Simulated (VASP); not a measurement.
# Al2Au (Fm-3m) in VASP: further runs

Aim: see how the results for Al2Au move with the level of theory and the settings. Levels: BLYP, PBEsol. Tasks: relaxation of cell and atoms, single point.

Program: VASP 6.6.1. These are calculated values, not measurements. Logs are shortened: lines on timing, memory, paths and dates and some standing lists are left out, and cuts for length are marked.

**1. The cell of the first run**

The structure is cubic, space group Fm-3m (No. 225). Conventional cell: a = 6.000 Å, b = 6.000 Å, c = 6.000 Å, α = 90.00°, β = 90.00°, γ = 90.00°. Au (site symmetry m-3m) has 8 Al at 2.60 Å within 3.4 Å. Al (site symmetry -43m) has 4 Au at 2.60 Å and 6 Al at 3.00 Å within 3.4 Å.

**2. Relaxation of cell and atoms, BLYP**

The input, INCAR:

```
SYSTEM = Al2Au
AGGAC = 1.0
AGGAX = 1.0
ALDAC = 0.0
ALDAX = 1.0
ALGO = Normal
EDIFF = 1E-6
EDIFFG = -0.01
ENCUT = 600
GGA = B5
IBRION = 2
ISIF = 3
ISMEAR = -1
LASPH = .True.
LCHARG = .False.
LREAL = .False.
LWAVE = .False.
NELM = 80
NSW = 60
PREC = Accurate
SIGMA = 0.05
```

The input, KPOINTS:

```
k-points
0
Gamma
  8 8 8
  0 0 0
```

The input, POSCAR:

```
Al2Au
1.0
    0.0000000000      3.0000000000      3.0000000000
    3.0000000000      0.0000000000      3.0000000000
    3.0000000000      3.0000000000      0.0000000000
Au Al
1 2
Direct
    0.0000000000      0.0000000000      0.0000000000
    0.7500000000      0.7500000000      0.7500000000
    0.2500000000      0.2500000000      0.2500000000
```

Potentials or basis: VASP PAW PBE potentials, release 64 (Au, Al).

Launch:

```
> cat potpaw_PBE.64/Au/POTCAR potpaw_PBE.64/Al/POTCAR > POTCAR
> mpirun -np 1 vasp_std > vasp.out
```

OUTCAR:

```text
SYSTEM = Al2Au
   EDIFF = 1E-6
   EDIFFG = -0.01
   ENCUT = 600
   GGA = B5
   IBRION = 2
   ISIF = 3
   ISMEAR = -1
   LASPH = .True.
   LREAL = .False.
   NELM = 80
   NSW = 60
   PREC = Accurate

 ion  position               nearest neighbor table
   1  0.000  0.000  0.000-   2 2.60   2 2.60   2 2.60   2 2.60   3 2.60   3 2.60   3 2.60   3 2.60

   2  0.750  0.750  0.750-   1 2.60   1 2.60   1 2.60   1 2.60   3 3.00   3 3.00   3 3.00   3 3.00
                             3 3.00   3 3.00
   3  0.250  0.250  0.250-   1 2.60   1 2.60   1 2.60   1 2.60   2 3.00   2 3.00   2 3.00   2 3.00
                             2 3.00   2 3.00

  LATTYP: Found a face centered cubic cell.
 ALAT       =     6.0000000000

  Lattice vectors:

 A1 = (   0.0000000000,   3.0000000000,   3.0000000000)
 A2 = (   3.0000000000,   0.0000000000,   3.0000000000)
 A3 = (   3.0000000000,   3.0000000000,   0.0000000000)

Analysis of symmetry for initial positions (statically):
=====================================================================
 Subroutine PRICEL returns:
 Original cell was already a primitive cell.

 Routine SETGRP: Setting up the symmetry group for a
 face centered cubic supercell.

 Subroutine GETGRP returns: Found 48 space group operations
 (whereof 48 operations were pure point group operations)
 out of a pool of 48 trial point group operations.

The static configuration has the point symmetry O_h .

Analysis of symmetry for dynamics (positions and initial velocities):
=====================================================================
 Subroutine PRICEL returns:
 Original cell was already a primitive cell.

 Routine SETGRP: Setting up the symmetry group for a
 face centered cubic supercell.

 Subroutine GETGRP returns: Found 48 space group operations
 (whereof 48 operations were pure point group operations)
 out of a pool of 48 trial point group operations.

The dynamic configuration has the point symmetry O_h .

 Subroutine INISYM returns: Found 48 space group operations
 (whereof 48 operations are pure point group operations),
 and found     1 'primitive' translations

----------------------------------------------------------------------------------------

                                     Primitive cell

  volume of cell :      54.0000

  direct lattice vectors                    reciprocal lattice vectors
     0.000000000  3.000000000  3.000000000    -0.166666667  0.166666667  0.166666667
     3.000000000  0.000000000  3.000000000     0.166666667 -0.166666667  0.166666667
     3.000000000  3.000000000  0.000000000     0.166666667  0.166666667 -0.166666667

  length of vectors
     4.242640687  4.242640687  4.242640687     0.288675135  0.288675135  0.288675135

  position of ions in fractional coordinates (direct lattice)
     0.000000000  0.000000000  0.000000000
     0.750000000  0.750000000  0.750000000
     0.250000000  0.250000000  0.250000000

  ion indices of the primitive-cell ions
   primitive index   ion index
                 1           1
                 2           2
                 3           3

----------------------------------------------------------------------------------------

 KPOINTS: k-points

Automatic generation of k-mesh.
 Grid dimensions read from file:
 generate k-points for:    8    8    8

 Generating k-lattice:

  Cartesian coordinates                     Fractional coordinates (reciprocal lattice)
    -0.020833333  0.020833333  0.020833333     0.125000000  0.000000000  0.000000000
     0.020833333 -0.020833333  0.020833333     0.000000000  0.125000000  0.000000000
     0.020833333  0.020833333 -0.020833333     0.000000000  0.000000000  0.125000000

  Length of vectors
     0.036084392  0.036084392  0.036084392

  Shift w.r.t. Gamma in fractional coordinates (k-lattice)
     0.000000000  0.000000000  0.000000000

 Subroutine IBZKPT returns following result:
 ===========================================

 Found     29 irreducible k-points:

 Following reciprocal coordinates:
            Coordinates               Weight
  0.000000  0.000000  0.000000      1.000000
  0.125000  0.000000  0.000000      8.000000
  0.250000  0.000000  0.000000      8.000000
  0.375000  0.000000  0.000000      8.000000
  0.500000  0.000000  0.000000      4.000000
  0.125000  0.125000  0.000000      6.000000
[... 16 lines left out ...]
  0.500000  0.250000  0.125000     48.000000
 -0.375000  0.250000  0.125000     24.000000
 [... further k-points ...]
   k-points           NKPTS =     29   k-points in BZ     NKDIM =     29   number of bands    NBANDS=     12
   number of dos      NEDOS =    301   number of ions     NIONS =      3
   total plane-waves  NPLWV =  46656
   dimension x,y,z NGX =    36 NGY =   36 NGZ =   36
   dimension x,y,z NGXF=    72 NGYF=   72 NGZF=   72
   ions per type =               1   2
   NGX,Y,Z   is equivalent  to a cutoff of  14.11, 14.11, 14.11 a.u.
   NGXF,Y,Z  is equivalent  to a cutoff of  28.21, 28.21, 28.21 a.u.
 SYSTEM =  Al2Au
   PREC   = accura    normal or accurate (medium, high low for compatibility)
   ISTART =      0    job   : 0-new  1-cont  2-samecut
   ICHARG =      2    charge: 1-file 2-atom 10-const
   ISPIN  =      1    spin polarized calculation?
   LNONCOLLINEAR =      F non collinear calculations
   LSORBIT =      F    spin-orbit coupling
   LASPH  =      T    aspherical Exc in radial PAW
   ENCUT  =  600.0 eV  44.10 Ry    6.64 a.u.   8.47  8.47  8.47*2*pi/ulx,y,z
   NELM   =     80;   NELMIN=  2; NELMDL= -5     # of ELM steps
   EDIFF  = 0.1E-05   stopping-criterion for ELM
   LREAL  =      F    real-space projection
   EDIFFG = -.1E-01   stopping-criterion for IOM
   NSW    =     60    number of steps for IOM
   IBRION =      2    ionic relax: 0-MD 1-quasi-New 2-CG
   NFREE  =      1    steps in history (QN), initial steepest desc. (CG)
   ISIF   =      3    stress and relaxation
   ISYM   =      2    0-nonsym 1-usesym 2-fastsym
   POTIM  = 0.5000    time-step for ionic-motion
   TEBEG  =    0.0;   TEEND  =   0.0 temperature during run
   PSTRESS=    0.0 pullay stress
   NELECT =      17.0000    total number of electrons
   NUPDOWN=      -1.0000    fix difference up-down
   EMIN   =  10.00;   EMAX   =-10.00  energy-range for DOS
   EFERMI =   0.00;   METHOD = LEGACY
   ISMEAR =    -1;   SIGMA  =   0.05  broadening in eV -4-tet -1-fermi 0-gaus
   EFERMI_NEDOS =   21; number of points for ismear=-14 and -15
   IALGO  =     38    algorithm
   IMIX   =      4    mixing-type and parameters
     AMIX     =   0.40;   BMIX     =  1.00
     AMIX_MAG =   1.60;   BMIX_MAG =  1.00
  volume/ion in A,a.u.               =      18.00       121.47
  Fermi-wavevector in a.u.,A,eV,Ry     =   1.113679  2.104547 16.875035  1.240280
  Thomas-Fermi vector in A             =   2.250266
   LORBIT       =      0    0 simple, 1 ext, 2 COOP (PROOUT), +10 PAW based schemes
   GGA     = B5    functional components
   LHFCALC =     F    Hartree Fock is set to
   AEXX    =    0.0000 exact exchange contribution
   IVDW    =     0    specifies the selected vdW correction
   LEPSILON=     F    determine dielectric tensor
   LRPA    =     F    only Hartree local field effects (RPA)
 conjugate gradient relaxation of ions
 non-spin polarized calculation
  energy-cutoff  :      600.00
  volume of cell :       54.00
 maximum number of plane-waves:      1826
 NGX is ok and might be reduce to    36
   NGX = 17   NGY = 17   NGZ = 17

--------------------------------------- Ionic step        1  -------------------------------------------

 number of electron      17.0000001 magnetization

 Free energy of the ion-electron system (eV)
  ---------------------------------------------------
  ext. energy  EPLUGINS =         0.00000000
  ---------------------------------------------------
  free energy    TOTEN  =        -9.48080837 eV

  energy without entropy =       -9.47143966  energy(sigma->0) =       -9.47612401

------------------------ aborting loop because EDIFF is reached ----------------------------------------

  FORCE on cell =-STRESS in cart. coord.  units (eV):
  Direction    XX          YY          ZZ          XY          YZ          ZX
  --------------------------------------------------------------------------------------
  -------------------------------------------------------------------------------------
  Total        2.5624191      2.5624191      2.5624191      0.0000000      0.0000000      0.0000000
  in kB       76.0268468     76.0268468     76.0268468      0.0000000      0.0000000      0.0000000
  external PRESSURE =      76.0268468 kB  Pullay stress =       0.0000000 kB
[... 59 lines left out ...]
  energy  without entropy=       -9.5291943703  energy(sigma->0) =       -9.53312084

--------------------------------------- Ionic step        3  -------------------------------------------

 number of electron      17.0000000 magnetization

 Free energy of the ion-electron system (eV)
  ---------------------------------------------------
  ext. energy  EPLUGINS =         0.00000000
  ---------------------------------------------------
  free energy    TOTEN  =        -9.57092767 eV

  energy without entropy =       -9.56172152  energy(sigma->0) =       -9.56632460

 E-fermi :   7.5181     XC(G=0):  -9.5833

 val. band max:        7.4712020823   @ k =   0.5000   0.1250   0.0000
 cond. band min:       7.5322262367   @ k =   0.3750   0.1250   0.0000
 fundamental gap:      0.0610241545
 Fermi energy:         7.5180647078

 k-point     1 :       0.0000    0.0000    0.0000
  band No.  band energies     occupation
      1      -2.4991      2.00000
      2       1.2651      2.00000
      3       1.2651      2.00000
      4       1.2651      2.00000
      5       2.1541      2.00000
      6       2.1541      2.00000
      7       9.0139      0.00000
      8      10.4802      0.00000
      9      10.4802      0.00000
     10      10.4802      0.00000
     11      11.1442      0.00000
     12      11.1442      0.00000
[... 331 lines left out ...]
 k-point    24 :      -0.3750    0.2500    0.1250
  band No.  band energies     occupation
      1      -0.0792      2.00000
      2       0.9726      2.00000
      3       1.6607      2.00000
      4       1.6985      2.00000
      5       2.0728      2.00000
      6       2.3039      2.00000
      7       2.8108      2.00000
      8       5.4900      2.00000
      9       6.8043      2.00000
     10      10.3682      0.00000
     11      11.0718      0.00000
     12      13.1759      0.00000

 [... further k-points ...]
[... 5 lines left out ...]
  --------------------------------------------------------------------------------------
  -------------------------------------------------------------------------------------
  Total        0.0059886      0.0059886      0.0059886      0.0000000     -0.0000000      0.0000000
  in kB        0.1651183      0.1651183      0.1651183      0.0000000     -0.0000000      0.0000000
  external PRESSURE =       0.1651183 kB  Pullay stress =       0.0000000 kB
[... 18 lines left out ...]
  FREE ENERGIE OF THE ION-ELECTRON SYSTEM (eV)
  ---------------------------------------------------
  free  energy   TOTEN  =        -9.5709276729 eV

  energy  without entropy=       -9.5617215216  energy(sigma->0) =       -9.56632460

 reached required accuracy - stopping structural energy minimisation
```

Run time: 1.8 min. Hardware: 1 thread of AMD EPYC 7R43 (Zen 3), shared host; peak memory 0.18 GiB.

Results:

```yaml
Free_energy: -9.5709 eV
Relaxed_volume: 19.37 Å³/atom
Relaxed_cell: a = 4.348 Å, b = 4.348 Å, c = 4.348 Å, α = 60.00°, β = 60.00°, γ = 60.00°
Space_group_after_relaxing_to_0.05_Å: Fm-3m (No. 225)
Energy_gained_by_relaxing: 30.0 meV/atom
Ionic_steps: 3
Pressure_after_relaxing: 0.0 GPa
```

The path:
```csv
step,energy change (eV),largest force (eV/Å),pressure (GPa),volume (Å³)
1,0.0000,0.0000,7.60,54.00
2,-0.0562,0.0000,-3.66,60.95
3,-0.0901,0.0000,0.02,58.11
```

Final structure:
```
Au Al
1.0
     0.00000    3.07424    3.07424
     3.07424    0.00000    3.07424
     3.07424    3.07424    0.00000
Au Al
1 2
Direct
  0.00000 0.00000 0.00000
  0.75000 0.75000 0.75000
  0.25000 0.25000 0.25000
```

Caveat: the PAW data sets were made with another functional, which shifts forces and pressure a little; spin-orbit coupling is left out, which moves the levels of the heavy elements. Zero-point motion and thermal expansion aren't in these numbers.

**3. Single point, PBEsol**

The input, INCAR:

```
SYSTEM = Al2Au
ALGO = Normal ; EDIFF = 1E-6
ENCUT = 520 ; GGA = PS
ISIF = 2 ; ISMEAR = -1
LASPH = .TRUE. ; LCHARG = .FALSE.
LREAL = .FALSE. ; LWAVE = .FALSE.
NBANDS = 16 ; NELM = 60
PREC = Accurate ; SIGMA = 0.05
```

The input, KPOINTS:

```
k-points
0
G
  8 8 8
  0 0 0
```

POSCAR is that of step 2.

Potentials or basis: VASP PAW PBE potentials, release 64 (Au, Al).

Launch:

```
> cat potpaw_PBE.64/Au/POTCAR potpaw_PBE.64/Al/POTCAR > POTCAR
> mpirun -np 1 vasp_std > vasp.out
```

OUTCAR:

```text
SYSTEM = Al2Au
   EDIFF = 1E-6
   ENCUT = 520
   GGA = PS
   ISIF = 2
   ISMEAR = -1
   LASPH = .TRUE.
   LREAL = .FALSE.
   NELM = 60
   PREC = Accurate

 ion  position               nearest neighbor table
   1  0.000  0.000  0.000-   2 2.60   2 2.60   2 2.60   2 2.60   3 2.60   3 2.60   3 2.60   3 2.60

   2  0.750  0.750  0.750-   1 2.60   1 2.60   1 2.60   1 2.60   3 3.00   3 3.00   3 3.00   3 3.00
                             3 3.00   3 3.00
   3  0.250  0.250  0.250-   1 2.60   1 2.60   1 2.60   1 2.60   2 3.00   2 3.00   2 3.00   2 3.00
                             2 3.00   2 3.00

  LATTYP: Found a face centered cubic cell.
[... 645 lines left out ...]

 [... further k-points ...]
[... 5 lines left out ...]
  --------------------------------------------------------------------------------------
  -------------------------------------------------------------------------------------
  Total       -0.0389865     -0.0389865     -0.0389865      0.0000000      0.0000000     -0.0000000
  in kB       -1.1567262     -1.1567262     -1.1567262      0.0000000      0.0000000     -0.0000000
  external PRESSURE =      -1.1567262 kB  Pullay stress =       0.0000000 kB

 VOLUME and BASIS-vectors are now :
 -----------------------------------------------------------------------------
  energy-cutoff  :      520.00
  volume of cell :       54.00
      direct lattice vectors                 reciprocal lattice vectors
     0.000000000  3.000000000  3.000000000    -0.166666667  0.166666667  0.166666667
     3.000000000  0.000000000  3.000000000     0.166666667 -0.166666667  0.166666667
     3.000000000  3.000000000  0.000000000     0.166666667  0.166666667 -0.166666667

 POSITION                                       TOTAL-FORCE (eV/Angst)
 -----------------------------------------------------------------------------------
      0.00000      0.00000      0.00000         0.000000     -0.000000      0.000000
      4.50000      4.50000      4.50000        -0.000000      0.000000     -0.000000
      1.50000      1.50000      1.50000         0.000000      0.000000      0.000000
 -----------------------------------------------------------------------------------
    total drift:                                0.000000     -0.000000      0.000000

  FREE ENERGIE OF THE ION-ELECTRON SYSTEM (eV)
  ---------------------------------------------------
  free  energy   TOTEN  =       -13.4873989240 eV

  energy  without entropy=      -13.4788504004  energy(sigma->0) =      -13.48312466
```

OSZICAR:

```text
N       E                     dE             d eps       ncg     rms          rms(c)
DAV:   1     0.547717534792E+02    0.54772E+02   -0.70067E+03   952   0.886E+02
DAV:   2    -0.134652047528E+02   -0.68237E+02   -0.62839E+02  1168   0.172E+02
DAV:   3    -0.148707986913E+02   -0.14056E+01   -0.14019E+01  1184   0.234E+01
DAV:   4    -0.148815263602E+02   -0.10728E-01   -0.10727E-01  1144   0.238E+00
DAV:   5    -0.148817178134E+02   -0.19145E-03   -0.19145E-03  1160   0.327E-01    0.932E+00
DAV:   6    -0.136151753945E+02    0.12665E+01   -0.48858E+00  1072   0.221E+01    0.390E+00
DAV:   7    -0.135242013786E+02    0.90974E-01   -0.22787E-01  1024   0.481E+00    0.177E+00
DAV:   8    -0.134888995506E+02    0.35302E-01   -0.23459E-02  1112   0.931E-01    0.417E-01
DAV:   9    -0.134873493058E+02    0.15502E-02   -0.26492E-03  1128   0.498E-01    0.196E-01
DAV:  10    -0.134874043850E+02   -0.55079E-04   -0.12909E-04  1096   0.772E-02    0.341E-02
DAV:  11    -0.134873989005E+02    0.54846E-05   -0.67115E-06  1216   0.210E-02    0.123E-02
DAV:  12    -0.134873989240E+02   -0.23481E-07   -0.84475E-07   808   0.641E-03
   1 F= -.13487399E+02 E0= -.13483125E+02  d E =-.854852E-02
```

stdout:

```text
POSCAR found type information on POSCAR AuAl
 POSCAR found :  2 types and       3 ions
 scaLAPACK will be used
 -----------------------------------------------------------------------------
|                                                                             |
|                                                                             |
|     You enforced a specific xc type in the INCAR file but a different       |
|     I HOPE YOU KNOW WHAT YOU ARE DOING!                                     |
|                                                                             |
 -----------------------------------------------------------------------------

 LDA part: xc-table for (Slater+PW92), standard interpolation
 POSCAR, INCAR and KPOINTS ok, starting setup
 FFT: planning ... GRIDC
 FFT: planning ... GRID_SOFT
 FFT: planning ... GRID
 WAVECAR not read
 entering main loop
```

Wall time 22 s (1 thread of AMD EPYC 7R43 (Zen 3), shared host); peak memory 0.15 GiB.

What came out:

```yaml
Free_energy: -13.4874 eV
Pressure: -0.1 GPa
```

Caveat: the PAW data sets were made with another functional, which shifts forces and pressure a little; spin-orbit coupling is left out, which moves the levels of the heavy elements.
